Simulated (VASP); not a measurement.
Crystal: ZnAu.

```xyz
2
Lattice="3.1867 0.0000 0.0000 0.0000 3.1867 0.0000 0.0000 0.0000 3.1867" Properties=species:S:1:pos:R:3 pbc="T T T"
Zn    1.5933    1.5933    1.5933
Au    0.0000    0.0000    0.0000
```

* Program: VASP 6.6.1
* Task: relaxation of cell and atoms
* Functional: PBEsol
* Potentials or basis: VASP PAW PBE potentials, release 64 (Zn, Au)
* Cutoff: 600 eV
* k mesh: 14 × 14 × 14
* Occupations: gaussian, width 0.1 eV
* Spin: no spin polarisation

At the start: pressure -6.6 GPa; volume 16.18 Å³/atom.

Task: Where does the relaxation end?

Result: Over 6 steps the energy falls by 18.7 meV/atom and the volume is 15.33 Å³/atom (-5.3 %); space group Pm-3m (No. 221, to 0.1 Å) before and after.

Step by step:
```csv
step,energy change (eV),largest force (eV/Å),pressure (GPa),volume (Å³)
1,0.0000,0.0000,-6.62,32.36
2,-0.0095,0.0000,7.01,29.33
3,-0.0374,0.0000,-0.19,30.67
4,-0.0374,0.0000,0.17,30.63
5,-0.0374,0.0000,-0.26,30.70
6,-0.0374,0.0000,0.04,30.66
```

Final structure:
```
Zn Au
1.0
     3.12978    0.00000    0.00000
     0.00000    3.12978    0.00000
     0.00000    0.00000    3.12978
Zn Au
1 1
Direct
  0.50000 0.50000 0.50000
  0.00000 0.00000 0.00000
```

Caveat: the PAW data sets were made with another functional, which shifts forces and pressure a little.
